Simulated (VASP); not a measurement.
# SiC (R3m) in VASP: notebook

SiC is run at these levels: r2SCAN; tasks: single point.

All numbers are computed with VASP 6.6.1; they aren't measurements. Logs are shortened: lines on timing, memory, paths and dates and some standing lists are left out, and cuts for length are marked.

## 1. The cell of the first run

The structure is trigonal, space group R3m (No. 160). Conventional cell: a = 2.576 Å, b = 2.576 Å, c = 10.727 Å, α = 90.00°, β = 90.00°, γ = 120.00°. Si (site symmetry 3m) has 3 C at 1.74 Å within 2.3 Å. Within 2.3 Å of C (site symmetry 3m) lie 3 Si at 1.74 Å.

## 2. Single point, r2SCAN

POSCAR

```
SiC
1.0
    0.8500608473      2.6716198057      2.6716198057
    2.6716198057      0.8500608473      2.6716198057
    2.6716198057      2.6716198057      0.8500608473
Si C
1 1
Direct
    0.0000000000      0.0000000000      0.0000000000
    0.7500000000      0.7500000000      0.7500000000
```

INCAR.step1

```
PREC = Accurate
ENCUT = 520
ISMEAR = 0
SIGMA = 0.05
LREAL = False
LASPH = True
NELM = 80
NBANDS = 11
GGA = PE
ALGO = Normal
EDIFF = 1E-4
LWAVE = True
LCHARG = False
```

INCAR.step2

```
PREC = Accurate
ENCUT = 520
EDIFF = 1E-6
ISMEAR = 0
SIGMA = 0.05
LREAL = False
LASPH = True
NELM = 80
ALGO = Normal
ISIF = 2
LWAVE = False
LCHARG = False
METAGGA = R2SCAN
LMIXTAU = True
NBANDS = 11
ISTART = 1
```

KPOINTS

```
Automatic mesh
0
Gamma
  12 12 12
```

Potentials or basis: VASP PAW PBE potentials, release 64 (Si, C).

On the command line:

```console
> cat potpaw_PBE.64/Si/POTCAR potpaw_PBE.64/C/POTCAR > POTCAR
> cp INCAR.step1 INCAR
> mpirun -np 1 vasp_std > vasp.out
> cp INCAR.step2 INCAR
> mpirun -np 1 vasp_std > vasp.out
```

OUTCAR:

```text
PREC = Accurate
   ENCUT = 520
   EDIFF = 1E-6
   ISMEAR = 0
   LREAL = False
   LASPH = True
   NELM = 80
   ISIF = 2
   METAGGA = R2SCAN
   ISTART = 1

 ion  position               nearest neighbor table
   1  0.000  0.000  0.000-   2 1.74   2 1.74   2 1.74
   2  0.750  0.750  0.750-   1 1.74   1 1.74   1 1.74

  LATTYP: Found a trigonal (rhomboedric) cell.
 ALAT       =     3.8726874669
 COS(alpha) =     0.7787610620

  Lattice vectors:

 A1 = (   0.8500608473,   2.6716198057,   2.6716198057)
 A2 = (   2.6716198057,   0.8500608473,   2.6716198057)
 A3 = (   2.6716198057,   2.6716198057,   0.8500608473)

Analysis of symmetry for initial positions (statically):
=====================================================================
 Subroutine PRICEL returns:
 Original cell was already a primitive cell.

 Routine SETGRP: Setting up the symmetry group for a
 trigonal (rhombohedral) supercell.

 Subroutine GETGRP returns: Found  6 space group operations
 (whereof  6 operations were pure point group operations)
 out of a pool of 12 trial point group operations.

The static configuration has the point symmetry C_3v.

Analysis of symmetry for dynamics (positions and initial velocities):
=====================================================================
 Subroutine PRICEL returns:
 Original cell was already a primitive cell.

 Routine SETGRP: Setting up the symmetry group for a
 trigonal (rhombohedral) supercell.

 Subroutine GETGRP returns: Found  6 space group operations
 (whereof  6 operations were pure point group operations)
 out of a pool of 12 trial point group operations.

The dynamic configuration has the point symmetry C_3v.

 Subroutine INISYM returns: Found  6 space group operations
 (whereof  6 operations are pure point group operations),
 and found     1 'primitive' translations

----------------------------------------------------------------------------------------

                                     Primitive cell

  volume of cell :      20.5498

  direct lattice vectors                    reciprocal lattice vectors
     0.850060847  2.671619806  2.671619806    -0.312165274  0.236815035  0.236815035
     2.671619806  0.850060847  2.671619806     0.236815035 -0.312165274  0.236815035
     2.671619806  2.671619806  0.850060847     0.236815035  0.236815035 -0.312165274

  length of vectors
     3.872687467  3.872687467  3.872687467     0.457831716  0.457831716  0.457831716

  position of ions in fractional coordinates (direct lattice)
     0.000000000  0.000000000  0.000000000
     0.750000000  0.750000000  0.750000000

  ion indices of the primitive-cell ions
   primitive index   ion index
                 1           1
                 2           2

----------------------------------------------------------------------------------------

 KPOINTS: Automatic mesh

Automatic generation of k-mesh.
 Grid dimensions read from file:
 generate k-points for:   12   12   12

 Generating k-lattice:

  Cartesian coordinates                     Fractional coordinates (reciprocal lattice)
    -0.026013773  0.019734586  0.019734586     0.083333333 -0.000000000 -0.000000000
     0.019734586 -0.026013773  0.019734586    -0.000000000  0.083333333 -0.000000000
     0.019734586  0.019734586 -0.026013773     0.000000000  0.000000000  0.083333333

  Length of vectors
     0.038152643  0.038152643  0.038152643

  Shift w.r.t. Gamma in fractional coordinates (k-lattice)
     0.000000000  0.000000000  0.000000000

 Subroutine IBZKPT returns following result:
 ===========================================

 Found    189 irreducible k-points:

 Following reciprocal coordinates:
            Coordinates               Weight
  0.000000  0.000000  0.000000      1.000000
  0.083333 -0.000000 -0.000000      6.000000
  0.166667  0.000000  0.000000      6.000000
  0.250000  0.000000  0.000000      6.000000
  0.333333 -0.000000 -0.000000      6.000000
  0.416667 -0.000000  0.000000      6.000000
[... 16 lines left out ...]
  0.500000  0.166667  0.000000     12.000000
 -0.416667  0.166667  0.000000     12.000000
 [... further k-points ...]
   k-points           NKPTS =    189   k-points in BZ     NKDIM =    189   number of bands    NBANDS=     11
   number of dos      NEDOS =    301   number of ions     NIONS =      2
   total plane-waves  NPLWV =  27000
   dimension x,y,z NGX =    30 NGY =   30 NGZ =   30
   dimension x,y,z NGXF=    60 NGYF=   60 NGZF=   60
   ions per type =               1   1
   NGX,Y,Z   is equivalent  to a cutoff of  12.88, 12.88, 12.88 a.u.
   NGXF,Y,Z  is equivalent  to a cutoff of  25.76, 25.76, 25.76 a.u.
 SYSTEM =  unknown system
   PREC   = accura    normal or accurate (medium, high low for compatibility)
   ISTART =      1    job   : 0-new  1-cont  2-samecut
   ICHARG =      0    charge: 1-file 2-atom 10-const
   ISPIN  =      1    spin polarized calculation?
   LNONCOLLINEAR =      F non collinear calculations
   LSORBIT =      F    spin-orbit coupling
   LASPH  =      T    aspherical Exc in radial PAW
   ENCUT  =  520.0 eV  38.22 Ry    6.18 a.u.   7.20  7.20  7.20*2*pi/ulx,y,z
   NELM   =     80;   NELMIN=  2; NELMDL=  0     # of ELM steps
   EDIFF  = 0.1E-05   stopping-criterion for ELM
   LREAL  =      F    real-space projection
   EDIFFG = 0.1E-04   stopping-criterion for IOM
   NSW    =      0    number of steps for IOM
   IBRION =     -1    ionic relax: 0-MD 1-quasi-New 2-CG
   NFREE  =      0    steps in history (QN), initial steepest desc. (CG)
   ISIF   =      2    stress and relaxation
   ISYM   =      2    0-nonsym 1-usesym 2-fastsym
   POTIM  = 0.5000    time-step for ionic-motion
   TEBEG  =    0.0;   TEEND  =   0.0 temperature during run
   PSTRESS=    0.0 pullay stress
   NELECT =       8.0000    total number of electrons
   NUPDOWN=      -1.0000    fix difference up-down
   EMIN   =  10.00;   EMAX   =-10.00  energy-range for DOS
   EFERMI =   0.00;   METHOD = LEGACY
   ISMEAR =     0;   SIGMA  =   0.05  broadening in eV -4-tet -1-fermi 0-gaus
   EFERMI_NEDOS =   21; number of points for ismear=-14 and -15
   IALGO  =     38    algorithm
   IMIX   =      4    mixing-type and parameters
     AMIX     =   0.40;   BMIX     =  1.00
     AMIX_MAG =   1.60;   BMIX_MAG =  1.00
  volume/ion in A,a.u.               =      10.27        69.34
  Fermi-wavevector in a.u.,A,eV,Ry     =   1.195369  2.258920 19.441458  1.428907
  Thomas-Fermi vector in A             =   2.331336
   LORBIT       =      0    0 simple, 1 ext, 2 COOP (PROOUT), +10 PAW based schemes
   METAGGA = R2SCAN    functional components
   LHFCALC =     F    Hartree Fock is set to
   AEXX    =    0.0000 exact exchange contribution
   IVDW    =     0    specifies the selected vdW correction
   LEPSILON=     F    determine dielectric tensor
   LRPA    =     F    only Hartree local field effects (RPA)
 non-spin polarized calculation
 Gauss-broadening in eV      SIGMA  =   0.05
  energy-cutoff  :      520.00
  volume of cell :       20.55
 maximum number of plane-waves:       572
 NGX is ok and might be reduce to    30

 number of electron       8.0000000 magnetization

 Free energy of the ion-electron system (eV)
  ---------------------------------------------------
  ext. energy  EPLUGINS =         0.00000000
  ---------------------------------------------------
  free energy    TOTEN  =       -14.74837966 eV

  energy without entropy =      -14.74740219  energy(sigma->0) =      -14.74789093

 E-fermi :   8.5011     XC(G=0): -11.9784

 val. band max:        8.5008515885   @ k =  -0.3333   0.0833   0.0000
 cond. band min:       8.5163003934   @ k =   0.2500   0.0000   0.0000
 fundamental gap:      0.0154488049
 Fermi energy:         8.5010656425

 k-point     1 :       0.0000    0.0000    0.0000
  band No.  band energies     occupation
      1      -9.6822      2.00000
      2       3.0685      2.00000
      3       5.0745      2.00000
      4       9.9944      0.00000
      5       9.9944      0.00000
      6      21.3098      0.00000
      7      21.3098      0.00000
      8      22.4431      0.00000
      9      25.7182      0.00000
     10      25.7182      0.00000
     11      25.8012      0.00000

 k-point     2 :       0.0833   -0.0000   -0.0000
  band No.  band energies     occupation
      1      -9.4927      2.00000
      2       3.1254      2.00000
      3       5.3469      2.00000
      4       9.2453      0.00000
      5       9.7576      0.00000
      6      20.3183      0.00000
      7      21.5393      0.00000
      8      22.3802      0.00000
      9      24.3915      0.00000
     10      25.3610      0.00000
     11      26.9481      0.00000

 k-point     3 :       0.1667    0.0000    0.0000
  band No.  band energies     occupation
      1      -8.9291      2.00000
      2       3.3453      2.00000
      3       5.9952      2.00000
      4       7.4894      2.00000
      5       9.1819      0.00000
      6      18.4101      0.00000
      7      20.6861      0.00000
      8      21.5255      0.00000
      9      24.4571      0.00000
     10      25.6918      0.00000
     11      27.3455      0.00000

 k-point     4 :       0.2500    0.0000    0.0000
  band No.  band energies     occupation
      1      -8.0083      2.00000
      2       3.6596      2.00000
      3       4.9814      2.00000
      4       7.3819      2.00000
      5       8.5163      0.66654
      6      16.1569      0.00000
      7      19.0199      0.00000
      8      20.8198      0.00000
      9      23.6702      0.00000
     10      27.5746      0.00000
     11      27.9036      0.00000

 k-point     5 :       0.3333   -0.0000   -0.0000
  band No.  band energies     occupation
      1      -6.7712      2.00000
      2       2.1747      2.00000
      3       4.8309      2.00000
      4       7.9458      2.00000
      5       8.4672      1.66144
      6      14.0008      0.00000
      7      17.9528      0.00000
      8      20.0621      0.00000
      9      22.2814      0.00000
     10      26.3673      0.00000
     11      30.3064      0.00000
[... 211 lines left out ...]
 k-point    21 :       0.3333    0.1667   -0.0000
  band No.  band energies     occupation
      1      -7.3871      2.00000
      2       3.1402      2.00000
      3       4.4997      2.00000
      4       6.7861      2.00000
      5       9.1759      0.00000
      6      16.0420      0.00000
      7      17.4643      0.00000
      8      22.0337      0.00000
      9      23.6711      0.00000
     10      25.0476      0.00000
     11      29.0533      0.00000

 k-point    22 :       0.4167    0.1667   -0.0000
  band No.  band energies     occupation
      1      -6.1689      2.00000
      2       2.3047      2.00000
      3       4.2238      2.00000
      4       5.6551      2.00000
      5      10.0073      0.00000
      6      14.9044      0.00000
      7      16.2813      0.00000
      8      21.1146      0.00000
      9      23.1299      0.00000
     10      25.5627      0.00000
     11      29.2590      0.00000

 k-point    23 :       0.5000    0.1667    0.0000
  band No.  band energies     occupation
      1      -4.8094      2.00000
      2       0.4231      2.00000
      3       4.9095      2.00000
      4       5.3123      2.00000
      5      10.3257      0.00000
      6      13.2467      0.00000
      7      16.3993      0.00000
      8      19.8578      0.00000
      9      22.1910      0.00000
     10      27.6345      0.00000
     11      29.2930      0.00000

 k-point    24 :      -0.4167    0.1667    0.0000
  band No.  band energies     occupation
      1      -4.0485      2.00000
      2      -0.5483      2.00000
      3       4.7494      2.00000
      4       6.2531      2.00000
      5       9.8590      0.00000
      6      12.3389      0.00000
      7      16.2345      0.00000
      8      19.6437      0.00000
      9      22.1840      0.00000
     10      28.3972      0.00000
     11      29.2572      0.00000

 [... further k-points ...]
[... 5 lines left out ...]
  --------------------------------------------------------------------------------------
  -------------------------------------------------------------------------------------
  Total        7.3169393      7.3169393      7.3169393     -5.5158955     -5.5158955     -5.5158955
  in kB      570.4681744    570.4681744    570.4681744   -430.0490507   -430.0490507   -430.0490507
  external PRESSURE =     570.4681744 kB  Pullay stress =       0.0000000 kB

 VOLUME and BASIS-vectors are now :
 -----------------------------------------------------------------------------
  energy-cutoff  :      520.00
  volume of cell :       20.55
      direct lattice vectors                 reciprocal lattice vectors
     0.850060847  2.671619806  2.671619806    -0.312165274  0.236815035  0.236815035
     2.671619806  0.850060847  2.671619806     0.236815035 -0.312165274  0.236815035
     2.671619806  2.671619806  0.850060847     0.236815035  0.236815035 -0.312165274

 POSITION                                       TOTAL-FORCE (eV/Angst)
 -----------------------------------------------------------------------------------
      0.00000      0.00000      0.00000        -0.662609     -0.662609     -0.662609
      4.64498      4.64498      4.64498         0.662609      0.662609      0.662609
 -----------------------------------------------------------------------------------
    total drift:                               -0.000144     -0.000144     -0.000144

  FREE ENERGIE OF THE ION-ELECTRON SYSTEM (eV)
  ---------------------------------------------------
  free  energy   TOTEN  =       -14.7483796631 eV

  energy  without entropy=      -14.7474021906  energy(sigma->0) =      -14.74789093
```

Run time: 3.8 min. Hardware: 1 thread of Intel Xeon Platinum 8488C (Sapphire Rapids), shared host; peak memory 0.19 GiB.

Results:

- Free energy: -14.7484 eV
- Pressure: 57.0 GPa
- Largest force: 1.148 eV/Å
- Band gap on the k mesh: zero (band 4 reaches 9.99 eV, above the bottom of band 5 at 7.14 eV)

Forces in eV/Å, atoms in the order of the input:
```
Si  -0.663 -0.663 -0.663
C    0.663  0.663  0.663
```

Levels at points of the mesh, in eV from the Fermi level:
| k point | band 1 | band 2 | band 3 | band 4 | band 5 | band 6 | band 7 | band 8 |
| --- | --- | --- | --- | --- | --- | --- | --- | --- |
| (0.00, 0.00, 0.00) | -18.18 | -5.43 | -3.43 | 1.49 | 1.49 | 12.81 | 12.81 | 13.94 |
| (0.50, 0.00, 0.00) | -12.95 | -9.64 | -2.28 | -1.06 | 0.53 | 3.79 | 8.84 | 10.88 |
| (0.50, 0.50, 0.00) | -12.75 | -9.30 | -3.96 | -1.27 | -0.56 | 6.16 | 8.40 | 12.76 |
| (0.50, 0.50, 0.50) | -17.58 | -9.92 | 1.44 | 1.44 | 4.30 | 11.71 | 12.64 | 12.64 |

Caveat: the PAW data sets were made with another functional, which shifts forces and pressure a little.

## 3. Single point, r2SCAN

This run uses another cell than the first one, of the same volume but with other edges.

POSCAR

```
SiC
1.0
   -0.1039374373      2.1232933617      2.1232933617
    2.1232933617     -0.1039374373      2.1232933617
    2.1232933617      2.1232933617     -0.1039374373
Si C
1 1
Direct
    0.0000000000      0.0000000000      0.0000000000
    0.7500000000      0.7500000000      0.7500000000
```

INCAR.step1

```
SYSTEM = SiC
PREC = Accurate ; ENCUT = 520
ISMEAR = 0 ; SIGMA = 0.05
LREAL = .FALSE. ; LASPH = .TRUE.
NELM = 60 ; NBANDS = 11
GGA = PE ; ALGO = Normal
EDIFF = 1E-4 ; LWAVE = .TRUE.
LCHARG = .FALSE.
```

INCAR.step2

```
SYSTEM = SiC
PREC = Accurate ; ENCUT = 520
EDIFF = 1E-6 ; ISMEAR = 0
SIGMA = 0.05 ; LREAL = .FALSE.
LASPH = .TRUE. ; NELM = 60
ALGO = Normal ; ISIF = 2
LWAVE = .FALSE. ; LCHARG = .FALSE.
METAGGA = R2SCAN ; LMIXTAU = .TRUE.
NBANDS = 11 ; ISTART = 1
```

KPOINTS

```
regular mesh
0
G
  12 12 12
  0 0 0
```

Potentials or basis: VASP PAW PBE potentials, release 64 (Si, C).

On the command line:

```console
> cat potpaw_PBE.64/Si/POTCAR potpaw_PBE.64/C/POTCAR > POTCAR
> cp INCAR.step1 INCAR
> mpirun -np 1 vasp_std > vasp.out
> cp INCAR.step2 INCAR
> mpirun -np 1 vasp_std > vasp.out
```

Wall time 62 s (1 thread of Intel Xeon Platinum 8488C (Sapphire Rapids), shared host); peak memory 0.17 GiB.

Results (log left out):

```
Free energy            : -19.1916 eV
Pressure               : 2.9 GPa
Largest force          : 0.961 eV/Å
Band gap on the k mesh : 1.41 eV, indirect (least direct gap 4.53 eV)
```

Forces on the atoms (eV/Å):
```
Si   0.555  0.555  0.555
C   -0.555 -0.555 -0.555
```

Stress tensor (GPa, compression positive):
```
 2.90 14.78 14.78
14.78  2.90 14.78
14.78 14.78  2.90
```

Levels at points of the mesh, in eV from the valence-band top:
```csv
k point,band 2,band 3,band 4,band 5,band 6,band 7
"(0.00, 0.00, 0.00)",-0.34,-0.34,0.00,6.01,7.13,7.13
"(0.50, 0.00, 0.00)",-9.12,-1.19,-1.15,6.07,7.26,8.42
"(0.50, 0.50, 0.00)",-8.27,-3.96,-3.12,1.41,4.78,14.43
"(0.50, 0.50, 0.50)",-8.90,-1.76,-1.76,4.77,6.93,6.93
```

Caveat: the PAW data sets were made with another functional, which shifts forces and pressure a little. A k mesh can miss the band edges.

## 4. Single point, r2SCAN

This run uses another cell than the first one, of the same volume but with other edges.

POSCAR

```
SiC
1.0
    0.1130100367      2.2319482243      2.2319482243
    2.2319482243      0.1130100367      2.2319482243
    2.2319482243      2.2319482243      0.1130100367
Si C
1 1
Direct
    0.0000000000      0.0000000000      0.0000000000
    0.7500000000      0.7500000000      0.7500000000
```

INCAR.step1

```
SYSTEM = SiC
  ALGO = Normal
  EDIFF = 1E-4
  ENCUT = 520
  GGA = PE
  ISMEAR = 0
  LASPH = .TRUE.
  LCHARG = .FALSE.
  LREAL = .FALSE.
  LWAVE = .TRUE.
  NBANDS = 11
  NELM = 60
  PREC = Accurate
  SIGMA = 0.05
```

INCAR.step2

```
SYSTEM = SiC
  ALGO = Normal
  EDIFF = 1E-6
  ENCUT = 520
  ISIF = 2
  ISMEAR = 0
  ISTART = 1
  LASPH = .TRUE.
  LCHARG = .FALSE.
  LMIXTAU = .TRUE.
  LREAL = .FALSE.
  LWAVE = .FALSE.
  METAGGA = R2SCAN
  NBANDS = 11
  NELM = 60
  PREC = Accurate
  SIGMA = 0.05
```

KPOINTS

```
k-points
0
G
  12 12 12
  0 0 0
```

On the command line:

```console
> cat potpaw_PBE.64/Si/POTCAR potpaw_PBE.64/C/POTCAR > POTCAR
> cp INCAR.step1 INCAR
> mpirun -np 1 vasp_std > vasp.out
> cp INCAR.step2 INCAR
> mpirun -np 1 vasp_std > vasp.out
```

Wall time 68 s (1 thread of Intel Xeon Platinum 8488C (Sapphire Rapids), shared host); peak memory 0.17 GiB.

Results (log left out):

```
Free energy            : -19.1852 eV
Pressure               : 3.0 GPa
Largest force          : 0.423 eV/Å
Band gap on the k mesh : 1.45 eV, indirect (least direct gap 4.56 eV)
```

Forces on the atoms (eV/Å):
```
Si  -0.244 -0.244 -0.244
C    0.244  0.244  0.244
```

Stress tensor (GPa, compression positive):
```
  2.95 -14.09 -14.09
-14.09   2.95 -14.09
-14.09 -14.09   2.95
```

Levels at points of the mesh, in eV from the valence-band top:
```
           k point  band 2  band 3  band 4  band 5  band 6  band 7
(0.00, 0.00, 0.00)   -0.55    0.00    0.00    5.14    8.21    8.38
(0.50, 0.00, 0.00)   -8.99   -1.46   -1.36    5.29    7.01    7.99
(0.50, 0.50, 0.00)   -8.24   -3.87   -3.11    1.45    4.82   14.46
(0.50, 0.50, 0.50)   -9.14   -0.83   -0.83    7.08    8.29    8.29
```

Caveat: the PAW data sets were made with another functional, which shifts forces and pressure a little. A k mesh can miss the band edges.

## 5. Summary

| cell | gap on the mesh (eV) | pressure (GPa) | largest force (eV/Å) |
| --- | --- | --- | --- |
| a = 3.873 Å, angles 38.9°, 2 atoms | none | 57.0 | 1.15 |
| a = 3.005 Å, angles 63.2°, 2 atoms | 1.41 | 2.9 | 0.96 |
| a = 3.158 Å, angles 56.6°, 2 atoms | 1.45 | 3.0 | 0.42 |

Alike in all rows: task single point; level r2SCAN; potentials or basis VASP PAW PBE potentials, release 64 (Si, C); no spin polarisation; k mesh 12 × 12 × 12; cutoff (eV) 520; smearing gaussian 0.05 eV.

Caveats: the PAW data sets were made with another functional, which shifts forces and pressure a little.

Absolute energies hang on the potentials; compare differences alone.
